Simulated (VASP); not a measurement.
# MnHg (Pm-3m) in VASP: notebook

The runs below take MnHg through single point, with PBE.

All numbers are computed with VASP 6.6.1; they aren't measurements. Logs are shortened: lines on timing, memory, paths and dates and some standing lists are left out, and cuts for length are marked.

### Step 1. The cell of the first run

Symmetry: Pm-3m, No. 221, cubic system. The conventional cell has a = 3.140 Å, b = 3.140 Å, c = 3.140 Å, α = 90.00°, β = 90.00°, γ = 90.00°. Mn (site symmetry m-3m) has 8 Hg at 2.72 Å and 6 Mn at 3.14 Å within 3.6 Å. Hg (site symmetry m-3m) has 8 Mn at 2.72 Å and 6 Hg at 3.14 Å within 3.6 Å.

### Step 2. Single point, PBE (15.48 Å³/atom)

The input, INCAR:

```
PREC     = Accurate       # precision mode
ENCUT    = 520            # plane-wave cutoff, eV
EDIFF    = 1E-7           # SCF threshold, eV
ISMEAR   = -1             # smearing method
SIGMA    = 0.1            # smearing width, eV
LREAL    = F              # projectors in reciprocal space
LASPH    = T              # aspherical terms in the spheres
NELM     = 80             # most SCF steps
ALGO     = Normal         # electronic algorithm
ISIF     = 2              # what is computed and relaxed
LWAVE    = F              # write WAVECAR
LCHARG   = T              # write CHGCAR
GGA      = PE             # functional
LELF     = T              # ELF
LVHAR    = T            
NBANDS   = 20             # bands
```

The input, KPOINTS:

```
Automatic mesh
0
Gamma
  10 10 10
```

The input, POSCAR:

```
MnHg
1.0
    3.1401942063      0.0000000000      0.0000000000
    0.0000000000      3.1401942063      0.0000000000
    0.0000000000      0.0000000000      3.1401942063
Mn Hg
1 1
Direct
    0.5000000000      0.5000000000      0.5000000000
    0.0000000000      0.0000000000      0.0000000000
```

Potentials or basis: VASP PAW PBE potentials, release 64 (Mn_pv, Hg).

The run is started by

```sh
$ cat potpaw_PBE.64/Mn_pv/POTCAR potpaw_PBE.64/Hg/POTCAR > POTCAR
$ mpirun -np 1 vasp_std > vasp.out
```

OUTCAR:

```text
PREC = Accurate
   ENCUT = 520
   EDIFF = 1E-7
   ISMEAR = -1
   LREAL = F
   LASPH = T
   NELM = 80
   ISIF = 2
   GGA = PE

 ion  position               nearest neighbor table
   1  0.500  0.500  0.500-   2 2.72   2 2.72   2 2.72   2 2.72   2 2.72   2 2.72   2 2.72   2 2.72

   2  0.000  0.000  0.000-   1 2.72   1 2.72   1 2.72   1 2.72   1 2.72   1 2.72   1 2.72   1 2.72

  LATTYP: Found a simple cubic cell.
 ALAT       =     3.1401942063

  Lattice vectors:

 A1 = (   3.1401942063,   0.0000000000,   0.0000000000)
 A2 = (   0.0000000000,   3.1401942063,   0.0000000000)
 A3 = (   0.0000000000,   0.0000000000,   3.1401942063)

Analysis of symmetry for initial positions (statically):
=====================================================================
 Subroutine PRICEL returns:
 Original cell was already a primitive cell.

 Routine SETGRP: Setting up the symmetry group for a
 simple cubic supercell.

 Subroutine GETGRP returns: Found 48 space group operations
 (whereof 48 operations were pure point group operations)
 out of a pool of 48 trial point group operations.

The static configuration has the point symmetry O_h .

Analysis of symmetry for dynamics (positions and initial velocities):
=====================================================================
 Subroutine PRICEL returns:
 Original cell was already a primitive cell.

 Routine SETGRP: Setting up the symmetry group for a
 simple cubic supercell.

 Subroutine GETGRP returns: Found 48 space group operations
 (whereof 48 operations were pure point group operations)
 out of a pool of 48 trial point group operations.

The dynamic configuration has the point symmetry O_h .

 Subroutine INISYM returns: Found 48 space group operations
 (whereof 48 operations are pure point group operations),
 and found     1 'primitive' translations

----------------------------------------------------------------------------------------

                                     Primitive cell

  volume of cell :      30.9649

  direct lattice vectors                    reciprocal lattice vectors
     3.140194206  0.000000000  0.000000000     0.318451642  0.000000000  0.000000000
     0.000000000  3.140194206  0.000000000     0.000000000  0.318451642  0.000000000
     0.000000000  0.000000000  3.140194206     0.000000000  0.000000000  0.318451642

  length of vectors
     3.140194206  3.140194206  3.140194206     0.318451642  0.318451642  0.318451642

  position of ions in fractional coordinates (direct lattice)
     0.500000000  0.500000000  0.500000000
     0.000000000  0.000000000  0.000000000

  ion indices of the primitive-cell ions
   primitive index   ion index
                 1           1
                 2           2

----------------------------------------------------------------------------------------

 KPOINTS: Automatic mesh

Automatic generation of k-mesh.
 Grid dimensions read from file:
 generate k-points for:   10   10   10

 Generating k-lattice:

  Cartesian coordinates                     Fractional coordinates (reciprocal lattice)
     0.031845164  0.000000000  0.000000000     0.100000000  0.000000000  0.000000000
     0.000000000  0.031845164  0.000000000     0.000000000  0.100000000  0.000000000
     0.000000000  0.000000000  0.031845164     0.000000000  0.000000000  0.100000000

  Length of vectors
     0.031845164  0.031845164  0.031845164

  Shift w.r.t. Gamma in fractional coordinates (k-lattice)
     0.000000000  0.000000000  0.000000000

 Subroutine IBZKPT returns following result:
 ===========================================

 Found     56 irreducible k-points:

 Following reciprocal coordinates:
            Coordinates               Weight
  0.000000  0.000000  0.000000      1.000000
  0.100000  0.000000  0.000000      6.000000
  0.200000  0.000000  0.000000      6.000000
  0.300000  0.000000  0.000000      6.000000
  0.400000  0.000000  0.000000      6.000000
  0.500000  0.000000  0.000000      3.000000
[... 16 lines left out ...]
  0.200000  0.100000  0.100000     24.000000
  0.300000  0.100000  0.100000     24.000000
 [... further k-points ...]
   k-points           NKPTS =     56   k-points in BZ     NKDIM =     56   number of bands    NBANDS=     20
   number of dos      NEDOS =    301   number of ions     NIONS =      2
   total plane-waves  NPLWV =  13824
   dimension x,y,z NGX =    24 NGY =   24 NGZ =   24
   dimension x,y,z NGXF=    48 NGYF=   48 NGZF=   48
   ions per type =               1   1
   NGX,Y,Z   is equivalent  to a cutoff of  12.71, 12.71, 12.71 a.u.
   NGXF,Y,Z  is equivalent  to a cutoff of  25.41, 25.41, 25.41 a.u.
 SYSTEM =  unknown system
   PREC   = accura    normal or accurate (medium, high low for compatibility)
   ISTART =      0    job   : 0-new  1-cont  2-samecut
   ICHARG =      2    charge: 1-file 2-atom 10-const
   ISPIN  =      1    spin polarized calculation?
   LNONCOLLINEAR =      F non collinear calculations
   LSORBIT =      F    spin-orbit coupling
   LASPH  =      T    aspherical Exc in radial PAW
   ENCUT  =  520.0 eV  38.22 Ry    6.18 a.u.   5.84  5.84  5.84*2*pi/ulx,y,z
   NELM   =     80;   NELMIN=  2; NELMDL= -5     # of ELM steps
   EDIFF  = 0.1E-06   stopping-criterion for ELM
   LREAL  =      F    real-space projection
   EDIFFG = 0.1E-05   stopping-criterion for IOM
   NSW    =      0    number of steps for IOM
   IBRION =     -1    ionic relax: 0-MD 1-quasi-New 2-CG
   NFREE  =      0    steps in history (QN), initial steepest desc. (CG)
   ISIF   =      2    stress and relaxation
   ISYM   =      2    0-nonsym 1-usesym 2-fastsym
   POTIM  = 0.5000    time-step for ionic-motion
   TEBEG  =    0.0;   TEEND  =   0.0 temperature during run
   PSTRESS=    0.0 pullay stress
   NELECT =      25.0000    total number of electrons
   NUPDOWN=      -1.0000    fix difference up-down
   EMIN   =  10.00;   EMAX   =-10.00  energy-range for DOS
   EFERMI =   0.00;   METHOD = LEGACY
   ISMEAR =    -1;   SIGMA  =   0.10  broadening in eV -4-tet -1-fermi 0-gaus
   EFERMI_NEDOS =   21; number of points for ismear=-14 and -15
   IALGO  =     38    algorithm
   IMIX   =      4    mixing-type and parameters
     AMIX     =   0.40;   BMIX     =  1.00
     AMIX_MAG =   1.60;   BMIX_MAG =  1.00
  volume/ion in A,a.u.               =      15.48       104.48
  Fermi-wavevector in a.u.,A,eV,Ry     =   1.524398  2.880694 31.617066  2.323789
  Thomas-Fermi vector in A             =   2.632710
   LORBIT       =      0    0 simple, 1 ext, 2 COOP (PROOUT), +10 PAW based schemes
   GGA     = PE    functional components
   LHFCALC =     F    Hartree Fock is set to
   AEXX    =    0.0000 exact exchange contribution
   IVDW    =     0    specifies the selected vdW correction
   LEPSILON=     F    determine dielectric tensor
   LRPA    =     F    only Hartree local field effects (RPA)
 non-spin polarized calculation
  energy-cutoff  :      520.00
  volume of cell :       30.96
 maximum number of plane-waves:       860
 NGX is ok and might be reduce to    24
   NGX = 11   NGY = 11   NGZ = 11

 number of electron      24.9999968 magnetization

 Free energy of the ion-electron system (eV)
  ---------------------------------------------------
  ext. energy  EPLUGINS =         0.00000000
  ---------------------------------------------------
  free energy    TOTEN  =        -7.35207891 eV

  energy without entropy =       -7.21711336  energy(sigma->0) =       -7.28459614

 E-fermi :   6.4069     XC(G=0): -12.6395

 val. band max:        6.3987343642   @ k =   0.5000   0.2000   0.1000
 cond. band min:       6.4107171038   @ k =   0.3000   0.2000   0.2000
 fundamental gap:      0.0119827396
 Fermi energy:         6.4068897923

 k-point     1 :       0.0000    0.0000    0.0000
  band No.  band energies     occupation
      1     -41.2533      2.00000
      2     -41.2533      2.00000
      3     -41.2533      2.00000
      4      -3.6398      2.00000
      5      -2.1498      2.00000
      6      -2.1498      2.00000
[... 12 lines left out ...]
     19      20.1921      0.00000
     20      20.1921      0.00000

 k-point     2 :       0.1000    0.0000    0.0000
  band No.  band energies     occupation
      1     -41.2568      2.00000
      2     -41.2531      2.00000
      3     -41.2531      2.00000
      4      -3.4628      2.00000
      5      -2.1172      2.00000
      6      -2.0518      2.00000
[... 12 lines left out ...]
     19      20.1871      0.00000
     20      21.0729      0.00000

 k-point     3 :       0.2000    0.0000    0.0000
  band No.  band energies     occupation
      1     -41.2659      2.00000
      2     -41.2525      2.00000
      3     -41.2525      2.00000
      4      -2.9922      2.00000
      5      -2.0296      2.00000
      6      -1.7263      2.00000
[... 12 lines left out ...]
     19      20.1736      0.00000
     20      23.7066      0.00000

 k-point     4 :       0.3000    0.0000    0.0000
  band No.  band energies     occupation
      1     -41.2773      2.00000
      2     -41.2519      2.00000
      3     -41.2519      2.00000
      4      -2.4602      2.00000
      5      -1.9167      2.00000
      6      -1.0260      2.00000
[... 12 lines left out ...]
     19      20.1564      0.00000
     20      22.8838      0.00000

 k-point     5 :       0.4000    0.0000    0.0000
  band No.  band energies     occupation
      1     -41.2864      2.00000
      2     -41.2514      2.00000
      3     -41.2514      2.00000
      4      -2.1246      2.00000
      5      -1.8211      2.00000
      6      -0.9320      2.00000
[... 12 lines left out ...]
     19      20.1417      0.00000
     20      21.7002      0.00000

 k-point     6 :       0.5000    0.0000    0.0000
  band No.  band energies     occupation
      1     -41.2899      2.00000
      2     -41.2512      2.00000
      3     -41.2512      2.00000
      4      -2.0163      2.00000
      5      -1.7835      2.00000
      6      -0.9731      2.00000
[... 12 lines left out ...]
     19      20.1359      0.00000
     20      20.5342      0.00000

 k-point     7 :       0.1000    0.1000    0.0000
  band No.  band energies     occupation
      1     -41.2568      2.00000
      2     -41.2563      2.00000
      3     -41.2528      2.00000
      4      -3.2876      2.00000
      5      -2.0526      2.00000
      6      -1.9898      2.00000
[... 12 lines left out ...]
     19      21.0333      0.00000
     20      21.1194      0.00000
[... 277 lines left out ...]
 k-point    20 :       0.5000    0.4000    0.0000
  band No.  band energies     occupation
      1     -41.2853      2.00000
      2     -41.2816      2.00000
      3     -41.2482      2.00000
      4      -2.2167      2.00000
      5      -1.8872      2.00000
      6      -1.1339      2.00000
[... 12 lines left out ...]
     19      20.0345      0.00000
     20      20.5113      0.00000

 k-point    21 :       0.5000    0.5000    0.0000
  band No.  band energies     occupation
      1     -41.2849      2.00000
      2     -41.2849      2.00000
      3     -41.2479      2.00000
      4      -2.3068      2.00000
      5      -1.8888      2.00000
      6      -1.1504      2.00000
[... 12 lines left out ...]
     19      19.8865      0.00000
     20      20.7785      0.00000

 k-point    22 :       0.1000    0.1000    0.1000
  band No.  band energies     occupation
      1     -41.2568      2.00000
      2     -41.2561      2.00000
      3     -41.2561      2.00000
      4      -3.1123      2.00000
      5      -1.9606      2.00000
      6      -1.9606      2.00000
[... 12 lines left out ...]
     19      21.1286      0.00000
     20      21.1286      0.00000

 k-point    23 :       0.2000    0.1000    0.1000
  band No.  band energies     occupation
      1     -41.2654      2.00000
      2     -41.2558      2.00000
      3     -41.2556      2.00000
      4      -2.6590      2.00000
      5      -1.8820      2.00000
      6      -1.6551      2.00000
[... 12 lines left out ...]
     19      21.0775      0.00000
     20      22.7786      0.00000

 k-point    24 :       0.3000    0.1000    0.1000
  band No.  band energies     occupation
      1     -41.2765      2.00000
      2     -41.2550      2.00000
      3     -41.2549      2.00000
      4      -2.1839      2.00000
      5      -1.7799      2.00000
      6      -1.1990      2.00000
[... 12 lines left out ...]
     19      20.9119      0.00000
     20      21.4776      0.00000

 [... further k-points ...]

------------------------ aborting loop because EDIFF is reached ----------------------------------------

  FORCE on cell =-STRESS in cart. coord.  units (eV):
  Direction    XX          YY          ZZ          XY          YZ          ZX
  --------------------------------------------------------------------------------------
  -------------------------------------------------------------------------------------
  Total        0.5482059      0.5482059      0.5482059      0.0000000      0.0000000      0.0000000
  in kB       28.3651270     28.3651270     28.3651270      0.0000000      0.0000000      0.0000000
  external PRESSURE =      28.3651270 kB  Pullay stress =       0.0000000 kB

 VOLUME and BASIS-vectors are now :
 -----------------------------------------------------------------------------
  energy-cutoff  :      520.00
  volume of cell :       30.96
      direct lattice vectors                 reciprocal lattice vectors
     3.140194206  0.000000000  0.000000000     0.318451642  0.000000000  0.000000000
     0.000000000  3.140194206  0.000000000     0.000000000  0.318451642  0.000000000
     0.000000000  0.000000000  3.140194206     0.000000000  0.000000000  0.318451642

 POSITION                                       TOTAL-FORCE (eV/Angst)
 -----------------------------------------------------------------------------------
      1.57010      1.57010      1.57010         0.000000      0.000000      0.000000
      0.00000      0.00000      0.00000         0.000000      0.000000      0.000000
 -----------------------------------------------------------------------------------
    total drift:                                0.000000      0.000000     -0.000000

  FREE ENERGIE OF THE ION-ELECTRON SYSTEM (eV)
  ---------------------------------------------------
  free  energy   TOTEN  =        -7.3520789114 eV

  energy  without entropy=       -7.2171133634  energy(sigma->0) =       -7.28459614
```

It took 37 s on 1 thread of Intel Xeon 8259CL, shared host; peak memory 0.16 GiB.

What came out:

- Free energy: -7.3521 eV
- Pressure: 2.8 GPa
- Band gap on the k mesh: zero (an odd number of electrons rules out a gap without spin polarisation)

Levels at points of the mesh, in eV from the Fermi level:
```tsv
k point	band 8	band 9	band 10	band 11	band 12	band 13	band 14	band 15	band 16	band 17
(0.00, 0.00, 0.00)	-6.93	-6.93	-0.84	-0.84	0.37	0.37	0.37	6.37	6.37	6.37
(0.50, 0.00, 0.00)	-6.75	-4.80	-4.46	-1.41	-0.73	-0.73	0.07	0.95	12.43	12.43
(0.50, 0.50, 0.00)	-6.14	-3.41	-1.18	-1.18	-0.52	0.31	0.31	0.59	3.17	5.49
(0.50, 0.50, 0.50)	-6.10	-2.43	-2.43	-2.43	0.62	0.62	1.87	6.08	6.08	6.08
```

Caveat: spin-orbit coupling is left out, which moves the levels of the heavy elements; the run has no spin polarisation, though such a crystal can be magnetic.

(Continued in part 2 of 2.)
